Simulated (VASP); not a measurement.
A run of VASP 6.6.1 is set up as follows.

File INCAR:

```
SYSTEM = Pt
PREC = Accurate
ENCUT = 520
EDIFF = 1E-6
ISMEAR = -1
SIGMA = 0.2
LREAL = .FALSE.
LASPH = .TRUE.
NELM = 100
ALGO = Normal
ISIF = 2
LWAVE = .FALSE.
LCHARG = .FALSE.
GGA = PS
NBANDS = 17
```

KPOINTS

```
Automatic mesh
0
G
  11 11 6
  0 0 0
```

POSCAR

```
Pt
1.0
    2.7606660000      0.0000000000      0.0000000000
   -1.3803330000      2.3908070000      0.0000000000
    0.0000000000      0.0000000000      4.7921340000
Pt
2
Direct
    0.6666666667      0.3333333333      0.7500000000
    0.3333333333      0.6666666667      0.2500000000
```

Potentials or basis: VASP PAW PBE potentials, release 64 (Pt).

Command:

```console
$ cat potpaw_PBE.64/Pt/POTCAR > POTCAR
$ mpirun -np 1 vasp_std > vasp.out
```

Problem. Predict the pressure.

Solution. -9.9 GPa.

Problem. Predict the band gap on the k mesh.

Solution. Zero (band 10 reaches 10.60 eV, above the bottom of band 11 at 9.39 eV).

Stress tensor (GPa, compression positive):
```
 -8.68   0.00   0.00
  0.00  -8.68   0.00
  0.00   0.00 -12.27
```

Caveat: the PAW data sets were made with another functional, which shifts forces and pressure a little; spin-orbit coupling is left out, which moves the levels of the heavy elements.
